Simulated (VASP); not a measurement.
# Ir12S in VASP: single point with PBE+D3(BJ)

Aim: the single point of Ir12S with PBE+D3(BJ).

Program: VASP 6.6.1. These are calculated values, not measurements. Logs are shortened: lines on timing, memory, paths and dates and some standing lists are left out, and cuts for length are marked.

**1. The cell of the first run**

The cell holds a slab with vacuum, 13 atoms: a = 4.704 Å, b = 4.704 Å, c = 25.652 Å, α = 90.00°, β = 90.00°, γ = 120.00°.

**2. Single point, PBE+D3(BJ)**

INCAR reads:

```
PREC     = Accurate       # precision mode
ENCUT    = 520            # plane-wave cutoff, eV
EDIFF    = 1E-6           # SCF threshold, eV
ISMEAR   = 0              # smearing method
SIGMA    = 0.1            # smearing width, eV
LREAL    = F              # projectors in reciprocal space
LASPH    = T              # aspherical terms in the spheres
NELM     = 60             # most SCF steps
ALGO     = Normal         # electronic algorithm
ISIF     = 2              # what is computed and relaxed
LWAVE    = F              # write WAVECAR
LCHARG   = T              # write CHGCAR
LDIPOL   = T            
IDIPOL   = 3            
DIPOL    = 0.5 0.5 0.476
GGA      = PE             # functional
IVDW     = 12             # dispersion correction
LELF     = T              # ELF
LVHAR    = T            
LVACPOTAV= T            
NBANDS   = 69             # bands
```

KPOINTS reads:

```
Automatic mesh
0
Gamma
  6 6 1
```

POSCAR reads:

```
Ir12S
1.0
    4.7036899471      0.0000000000      0.0000000000
   -2.3518449735      4.0735149857      0.0000000000
    0.0000000000      0.0000000000     25.6520221164
Ir S
12 1
Direct
    0.0000000000      0.3333333333      0.3313578930
    0.3333333333      0.0000000000      0.3313578930
    0.6666666667      0.6666666667      0.3313578930
    0.3333333333      0.3333333333      0.4177971100
    0.6666666667      0.0000000000      0.4177971100
    0.0000000000      0.6666666667      0.4177971100
    0.6666504568      0.3336274071      0.5033768177
    0.0000000000      0.0003723725      0.5033780979
    0.3333495432      0.6669769502      0.5033768177
    0.0000000000      0.3336871153      0.5900942189
    0.3336373816      0.0008023016      0.5900757903
    0.6663626184      0.6671649200      0.5900757903
    0.0000000000      0.6675531566      0.6561286080
```

Potentials or basis: VASP PAW PBE potentials, release 64 (Ir, S).

On the command line:

```sh
cat potpaw_PBE.64/Ir/POTCAR potpaw_PBE.64/S/POTCAR > POTCAR
mpirun -np 1 vasp_std > vasp.out
```

OUTCAR:

```text
PREC = Accurate
   ENCUT = 520
   EDIFF = 1E-6
   ISMEAR = 0
   LREAL = F
   LASPH = T
   NELM = 60
   ISIF = 2
   GGA = PE
   IVDW = 12
 IVDW          = 12

 ion  position               nearest neighbor table
   1  0.000  0.333  0.331-   2 2.72   3 2.72   3 2.72   2 2.72   3 2.72   2 2.72   4 2.72   5 2.72
                             6 2.72
   2  0.333  0.000  0.331-   1 2.72   3 2.72   3 2.72   1 2.72   3 2.72   1 2.72   4 2.72   6 2.72
                             5 2.72
   3  0.667  0.667  0.331-   1 2.72   2 2.72   1 2.72   2 2.72   2 2.72   1 2.72   5 2.72   6 2.72
                             4 2.72
   4  0.333  0.333  0.418-   8 2.70   7 2.70   9 2.70   6 2.72   5 2.72   6 2.72   5 2.72   5 2.72
                             6 2.72   2 2.72   1 2.72   3 2.72
   5  0.667  0.000  0.418-   8 2.70   9 2.70   7 2.70   6 2.72   4 2.72   4 2.72   6 2.72   4 2.72
                             6 2.72   3 2.72   1 2.72   2 2.72
   6  0.000  0.667  0.418-   7 2.70   9 2.70   8 2.70   5 2.72   4 2.72   4 2.72   5 2.72   5 2.72
                             4 2.72   3 2.72   2 2.72   1 2.72
   7  0.667  0.334  0.503-   4 2.70   6 2.70   5 2.70   8 2.72   9 2.72   9 2.72   8 2.72   9 2.72
                             8 2.72  11 2.72  10 2.72  12 2.72
   8  0.000  0.000  0.503-   5 2.70   4 2.70   6 2.70   9 2.72   7 2.72   7 2.72   9 2.72   7 2.72
                             9 2.72  11 2.72  12 2.72  10 2.72
   9  0.333  0.667  0.503-   5 2.70   6 2.70   4 2.70   8 2.72   7 2.72   7 2.72   8 2.72   7 2.72
                             8 2.72  12 2.72  10 2.72  11 2.72
  10  0.000  0.334  0.590-  13 2.31  11 2.71  12 2.71  11 2.72  12 2.72  12 2.72  11 2.72   8 2.72
                             9 2.72   7 2.72
  11  0.334  0.001  0.590-  13 2.31  10 2.71  12 2.71  12 2.71  10 2.72  10 2.72  12 2.72   7 2.72
                             8 2.72   9 2.72
  12  0.666  0.667  0.590-  13 2.31  10 2.71  11 2.71  11 2.71  10 2.72  10 2.72  11 2.72   9 2.72
                             8 2.72   7 2.72
  13  0.000  0.668  0.656-  12 2.31  11 2.31  10 2.31

  LATTYP: Found a hexagonal cell.
 ALAT       =     4.7036899471
 C/A-ratio  =     5.4535954548

  Lattice vectors:

 A1 = (   4.7036899471,   0.0000000000,   0.0000000000)
 A2 = (  -2.3518449735,   4.0735149857,   0.0000000000)
 A3 = (   0.0000000000,   0.0000000000,  25.6520221164)

Analysis of symmetry for initial positions (statically):
=====================================================================
 Subroutine PRICEL returns:
 Original cell was already a primitive cell.

 Routine SETGRP: Setting up the symmetry group for a
 hexagonal supercell.

 Subroutine GETGRP returns: Found  2 space group operations
 (whereof  2 operations were pure point group operations)
 out of a pool of 24 trial point group operations.

The static configuration has the point symmetry C_1h.

Analysis of symmetry for dynamics (positions and initial velocities):
=====================================================================
 Subroutine PRICEL returns:
 Original cell was already a primitive cell.

 Routine SETGRP: Setting up the symmetry group for a
 hexagonal supercell.

 Subroutine GETGRP returns: Found  2 space group operations
 (whereof  2 operations were pure point group operations)
 out of a pool of 24 trial point group operations.

The dynamic configuration has the point symmetry C_1h.

 Subroutine INISYM returns: Found  2 space group operations
 (whereof  2 operations are pure point group operations),
 and found     1 'primitive' translations

----------------------------------------------------------------------------------------

                                     Primitive cell

  volume of cell :     491.5069

  direct lattice vectors                    reciprocal lattice vectors
     4.703689947  0.000000000  0.000000000     0.212599047  0.122744117  0.000000000
    -2.351844973  4.073514986  0.000000000     0.000000000  0.245488234  0.000000000
     0.000000000  0.000000000 25.652022116     0.000000000  0.000000000  0.038983282

  length of vectors
     4.703689947  4.703689947 25.652022116     0.245488234  0.245488234  0.038983282

  position of ions in fractional coordinates (direct lattice)
     1.000000000  0.333333333  0.331357893
     0.333333333  0.000000000  0.331357893
     0.666666667  0.666666667  0.331357893
     0.333333333  0.333333333  0.417797110
     0.666666667  0.000000000  0.417797110
     1.000000000  0.666666667  0.417797110
     0.666650457  0.333627407  0.503376818
     1.000000000  0.000372373  0.503378098
     0.333349543  0.666976950  0.503376818
     1.000000000  0.333687115  0.590094219
     0.333637382  0.000802302  0.590075790
     0.666362618  0.667164920  0.590075790
     1.000000000  0.667553157  0.656128608

  ion indices of the primitive-cell ions
   primitive index   ion index
                 1           1
                 2           2
                 3           3
                 4           4
                 5           5
                 6           6
                 7           7
                 8           8
                 9           9
                10          10
                11          11
                12          12
                13          13

----------------------------------------------------------------------------------------

 KPOINTS: Automatic mesh

Automatic generation of k-mesh.
 Grid dimensions read from file:
 generate k-points for:    6    6    1

 Generating k-lattice:

  Cartesian coordinates                     Fractional coordinates (reciprocal lattice)
     0.035433174  0.020457353  0.000000000     0.166666667 -0.000000000  0.000000000
     0.000000000  0.040914706  0.000000000     0.000000000  0.166666667  0.000000000
     0.000000000  0.000000000  0.038983282     0.000000000  0.000000000  1.000000000

  Length of vectors
     0.040914706  0.040914706  0.038983282

  Shift w.r.t. Gamma in fractional coordinates (k-lattice)
     0.000000000  0.000000000  0.000000000

 Subroutine IBZKPT returns following result:
 ===========================================

 Found     13 irreducible k-points:

 Following reciprocal coordinates:
            Coordinates               Weight
  0.000000  0.000000  0.000000      1.000000
  0.166667  0.000000  0.000000      2.000000
  0.000000  0.166667  0.000000      4.000000
  0.333333  0.000000  0.000000      2.000000
  0.000000  0.333333  0.000000      4.000000
  0.500000  0.000000  0.000000      1.000000
  0.000000  0.500000  0.000000      2.000000
  0.166667  0.166667  0.000000      4.000000
 -0.166667  0.333333  0.000000      2.000000
  0.333333  0.166667  0.000000      4.000000
 -0.166667  0.500000  0.000000      4.000000
  0.500000  0.333333  0.000000      4.000000
  0.333333  0.333333  0.000000      2.000000
   k-points           NKPTS =     13   k-points in BZ     NKDIM =     13   number of bands    NBANDS=     69
   number of dos      NEDOS =    301   number of ions     NIONS =     13
   total plane-waves  NPLWV = 248832
   dimension x,y,z NGX =    36 NGY =   36 NGZ =  192
   dimension x,y,z NGXF=    72 NGYF=   72 NGZF=  384
   ions per type =              12   1
   NGX,Y,Z   is equivalent  to a cutoff of  12.72, 12.72, 12.44 a.u.
   NGXF,Y,Z  is equivalent  to a cutoff of  25.45, 25.45, 24.89 a.u.
 SYSTEM =  unknown system
   PREC   = accura    normal or accurate (medium, high low for compatibility)
   ISTART =      0    job   : 0-new  1-cont  2-samecut
   ICHARG =      2    charge: 1-file 2-atom 10-const
   ISPIN  =      1    spin polarized calculation?
   LNONCOLLINEAR =      F non collinear calculations
   LSORBIT =      F    spin-orbit coupling
   LASPH  =      T    aspherical Exc in radial PAW
   ENCUT  =  520.0 eV  38.22 Ry    6.18 a.u.   8.75  8.75 47.70*2*pi/ulx,y,z
   NELM   =     60;   NELMIN=  2; NELMDL= -5     # of ELM steps
   EDIFF  = 0.1E-05   stopping-criterion for ELM
   LREAL  =      F    real-space projection
   EDIFFG = 0.1E-04   stopping-criterion for IOM
   NSW    =      0    number of steps for IOM
   IBRION =     -1    ionic relax: 0-MD 1-quasi-New 2-CG
   NFREE  =      0    steps in history (QN), initial steepest desc. (CG)
   ISIF   =      2    stress and relaxation
   ISYM   =      2    0-nonsym 1-usesym 2-fastsym
   POTIM  = 0.5000    time-step for ionic-motion
   TEBEG  =    0.0;   TEEND  =   0.0 temperature during run
   PSTRESS=    0.0 pullay stress
   NELECT =     114.0000    total number of electrons
   NUPDOWN=      -1.0000    fix difference up-down
   EMIN   =  10.00;   EMAX   =-10.00  energy-range for DOS
   EFERMI =   0.00;   METHOD = LEGACY
   ISMEAR =     0;   SIGMA  =   0.10  broadening in eV -4-tet -1-fermi 0-gaus
   EFERMI_NEDOS =   21; number of points for ismear=-14 and -15
   IALGO  =     38    algorithm
   IMIX   =      4    mixing-type and parameters
     AMIX     =   0.40;   BMIX     =  1.00
     AMIX_MAG =   1.60;   BMIX_MAG =  1.00
  volume/ion in A,a.u.               =      37.81       255.14
  Fermi-wavevector in a.u.,A,eV,Ry     =   1.005850  1.900781 13.765481  1.011734
  Thomas-Fermi vector in A             =   2.138555
   LORBIT       =      0    0 simple, 1 ext, 2 COOP (PROOUT), +10 PAW based schemes
   GGA     = PE    functional components
   LHFCALC =     F    Hartree Fock is set to
   AEXX    =    0.0000 exact exchange contribution
   IVDW    =    12    specifies the selected vdW correction
   LEPSILON=     F    determine dielectric tensor
   LRPA    =     F    only Hartree local field effects (RPA)
 non-spin polarized calculation
 Gauss-broadening in eV      SIGMA  =   0.10
  energy-cutoff  :      520.00
  volume of cell :      491.51
 maximum number of plane-waves:     13268
 NGX is ok and might be reduce to    36
   NGX = 17   NGY = 17   NGZ = 95

 dipolmoment           0.000000      0.000000      0.539821 electrons x Angstroem

 number of electron     113.9999993 magnetization

 dipolmoment           0.000000      0.000000     -0.059774 electrons x Angstroem

 Free energy of the ion-electron system (eV)
  ---------------------------------------------------
  ext. energy  EPLUGINS =         0.00000000
  ---------------------------------------------------
  free energy    TOTEN  =      -107.10438118 eV

  energy without entropy =     -107.04329021  energy(sigma->0) =     -107.07383569

 E-fermi :   0.5828     XC(G=0):  -5.9331

 val. band max:        0.5826445086   @ k =   0.0000   0.1667   0.0000
 cond. band min:       0.5830463873   @ k =   0.1667   0.0000   0.0000
 fundamental gap:      0.0004018786
 Fermi energy:         0.5828264217

 k-point     1 :       0.0000    0.0000    0.0000
  band No.  band energies     occupation
      1     -13.6891      2.00000
      2      -9.9391      2.00000
      3      -8.4105      2.00000
      4      -7.3944      2.00000
      5      -7.2495      2.00000
      6      -5.7013      2.00000
[... 61 lines left out ...]
     68       1.4454      0.00000
     69       3.8118      0.00000
[... 862 lines left out ...]
     68       1.4245      0.00000
     69       1.4430      0.00000

------------------------ aborting loop because EDIFF is reached ----------------------------------------

 Edisp (eV)   -6.98953

 E8    (eV) :    -3.3408

  FORCE on cell =-STRESS in cart. coord.  units (eV):
  Direction    XX          YY          ZZ          XY          YZ          ZX
  --------------------------------------------------------------------------------------
  -------------------------------------------------------------------------------------
  Total      -6.59422    -6.61253    -1.70189     0.01586    -0.07300     0.04215
  in kB     -21.49535   -21.55503    -5.54768     0.05168    -0.23796     0.13738
  external pressure =      -16.20 kB  Pullay stress =        0.00 kB

 VOLUME and BASIS-vectors are now :
 -----------------------------------------------------------------------------
  energy-cutoff  :      520.00
  volume of cell :      491.51
      direct lattice vectors                 reciprocal lattice vectors
     4.703689947  0.000000000  0.000000000     0.212599047  0.122744117  0.000000000
    -2.351844973  4.073514986  0.000000000     0.000000000  0.245488234  0.000000000
     0.000000000  0.000000000 25.652022116     0.000000000  0.000000000  0.038983282

 POSITION                                       TOTAL-FORCE (eV/Angst)
 -----------------------------------------------------------------------------------
     -0.78395      1.35784      8.50000        -0.015728      0.027242      0.299433
      1.56790      0.00000      8.50000        -0.015393     -0.026320      0.299859
      1.56790      2.71568      8.50000         0.030490      0.000171      0.299859
      0.78395      1.35784     10.71734        -0.002690      0.004617      0.046022
      3.13579      0.00000     10.71734        -0.002654      0.004638      0.046022
     -1.56790      2.71568     10.71734        -0.002874      0.004979     -1.091991
      2.35108      1.35904     12.91263        -0.001277     -0.005035      0.015877
     -0.00088      0.00152     12.91267        -0.001215      0.002105      0.016570
     -0.00065      2.71694     12.91263         0.004998     -0.001412      0.015877
     -0.78478      1.35928     15.13711         0.021466     -0.037180     -0.001591
      1.56744      0.00327     15.13664         0.016976      0.032090     -0.000349
      1.56529      2.71771     15.13664        -0.036279      0.001343     -0.000349
     -1.56998      2.71929     16.83103         0.004180     -0.007240      0.054759
 -----------------------------------------------------------------------------------
    total drift:                               -0.000031      0.000054      0.000018

  FREE ENERGIE OF THE ION-ELECTRON SYSTEM (eV)
  ---------------------------------------------------
  free  energy   TOTEN  =      -114.0939133143 eV

  energy  without entropy=     -114.0328223400  energy(sigma->0) =     -114.06336783

 vacuum level on the upper side and lower side of the slab         5.492         6.056
```

Wall time 28 min (1 thread of Intel Xeon Platinum 8259CL at 2.50GHz (Skylake/Cascade Lake), shared host); peak memory 0.75 GiB.

Results:

```
Free energy                : -114.0939 eV
Largest force              : 1.092 eV/Å
Band gap on the k mesh     : zero (bands 57 and 58 overlap by 0.28 eV)
Dispersion energy per atom : -0.538 eV
```

Forces on the atoms (eV/Å):
```
Ir  -0.016  0.027  0.299
Ir  -0.015 -0.026  0.300
Ir   0.030  0.000  0.300
Ir  -0.003  0.005  0.046
Ir  -0.003  0.005  0.046
Ir  -0.003  0.005 -1.092
Ir  -0.001 -0.005  0.016
Ir  -0.001  0.002  0.017
Ir   0.005 -0.001  0.016
Ir   0.021 -0.037 -0.002
Ir   0.017  0.032  0.000
Ir  -0.036  0.001  0.000
S    0.004 -0.007  0.055
```

Levels at points of the mesh, in eV from the Fermi level:
| k point | band 52 | band 53 | band 54 | band 55 | band 56 | band 57 | band 58 | band 59 | band 60 | band 61 |
| --- | --- | --- | --- | --- | --- | --- | --- | --- | --- | --- |
| (0.00, 0.00, 0.00) | -1.27 | -0.97 | -0.93 | -0.93 | -0.15 | -0.15 | -0.07 | 0.02 | 0.02 | 0.28 |
| (0.50, 0.00, 0.00) | -0.43 | -0.42 | -0.28 | -0.17 | -0.08 | 0.08 | 0.13 | 0.18 | 0.32 | 0.39 |
| (0.00, 0.50, 0.00) | -0.43 | -0.42 | -0.28 | -0.17 | -0.08 | 0.08 | 0.13 | 0.18 | 0.32 | 0.39 |

Caveat: spin-orbit coupling is left out, which moves the levels of the heavy elements.
